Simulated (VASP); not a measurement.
Set up this calculation in VASP 6.6.1, as the native input.

| Quantity | Value |
| --- | --- |
| Task | single point |
| Functional | PBEsol |
| Potentials or basis | VASP PAW PBE potentials, release 64 (Si) |
| Cutoff | 520 eV |
| k mesh | 8 × 8 × 8 |
| Occupations | gaussian, width 0.03 eV |
| Spin | no spin polarisation |
| Dipole correction | no |
| Further INCAR settings | ALGO = Normal; EDIFF = 1e-06; NBANDS = 26 |

The structure of Si lies in POSCAR:

```
Si
1.0
   -3.3221878745     -3.3221878745      1.9186812122
   -3.3221878745      3.3221878745     -1.9186812122
    3.3221878745     -3.3221878745     -5.7560436367
Si
8
Direct
    0.5687925568      0.5751999498      0.5014533680
    0.6425391386      0.9106347847      0.9106347847
    0.3574608614      0.0893652153      0.0893652153
    0.3574608614      0.5893652153      0.5893652153
    0.0000000000      0.7680956460      0.4106347847
    0.0000000000      0.2680956461      0.9106347847
    0.0000000000      0.7319043540      0.0893652153
    0.0000000000      0.2319043540      0.5893652153
```

This cell differs from its parent crystal: atom 1 (Si) moved by +0.490 Å along [0 1 0] and -0.980 Å along [0 0 1].

These files were run (other wordings do the same):

INCAR

```
SYSTEM = Si
PREC = Accurate
ENCUT = 520
EDIFF = 1E-6
ISMEAR = 0
SIGMA = 0.03
LREAL = .False.
LASPH = .True.
NELM = 60
ALGO = Normal
ISIF = 2
LWAVE = .False.
LCHARG = .False.
GGA = PS
NBANDS = 26
```

KPOINTS

```
regular mesh
0
Gamma
  8 8 8
  0 0 0
```

Potentials or basis: VASP PAW PBE potentials, release 64 (Si).

Run with:

```bash
$ cat potpaw_PBE.64/Si/POTCAR > POTCAR
$ mpirun -np 1 vasp_std > vasp.out
```

Results of the run:

```yaml
Pressure: 24.0 GPa
Largest_force: 60.835 eV/Å
Band_gap_on_the_k_mesh: zero (bands 16 and 17 overlap by 0.61 eV)
```

Caveat: the cell differs from its parent crystal (atom 1 (Si) moved by +0.490 Å along [0 1 0] and -0.980 Å along [0 0 1]); atoms lie so close that the PAW spheres overlap strongly, which falsifies energies and pressures; the stress differs along the axes, from 7 to 33 GPa; semilocal functionals underestimate gaps, and a narrow one can read as zero; the PAW data sets were made with another functional, which shifts forces and pressure a little.

Wall time 13 min on 1 thread of Intel(R) Xeon(R) 6975P-C (Granite Rapids), on a shared host, peak memory 0.81 GiB.
